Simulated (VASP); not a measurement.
Here is a VASP 6.6.1 calculation.

File INCAR:

```
PREC = Accurate ; ENCUT = 520
EDIFF = 1E-6 ; ISMEAR = 0
SIGMA = 0.03 ; LREAL = False
LASPH = True ; NELM = 80
ALGO = Normal ; ISIF = 2
LWAVE = False ; LCHARG = False
GGA = PE ; NBANDS = 17
```

File KPOINTS:

```
Automatic mesh
0
Gamma
  10 10 10
```

File POSCAR:

```
SnTe
1.0
    0.0000000000      3.2863243794      3.2863243794
    3.2863243794      0.0000000000      3.2863243794
    3.2863243794      3.2863243794      0.0000000000
Sn Te
1 1
Direct
    0.0028694672     -0.0028694672     -0.0028694672
    0.4973304510      0.5026695490      0.5026695490
```

Potentials or basis: VASP PAW PBE potentials, release 64 (Sn_d, Te).

The run is started by

```console
$ cat potpaw_PBE.64/Sn_d/POTCAR potpaw_PBE.64/Te/POTCAR > POTCAR
$ mpirun -np 1 vasp_std > vasp.out
```

(1) Estimate the band gap on the k mesh.

(2) What does it give for the pressure?

(3) Predict the largest force.

Results:

(1) 0.26 eV.

(2) -2.6 GPa.

(3) 0.031 eV/Å.

Caveat: the cell differs from its parent crystal (atoms displaced along a vibrational mode, the cell strained); semilocal functionals underestimate gaps, and a narrow one can read as zero; spin-orbit coupling is left out, which moves the levels of the heavy elements.
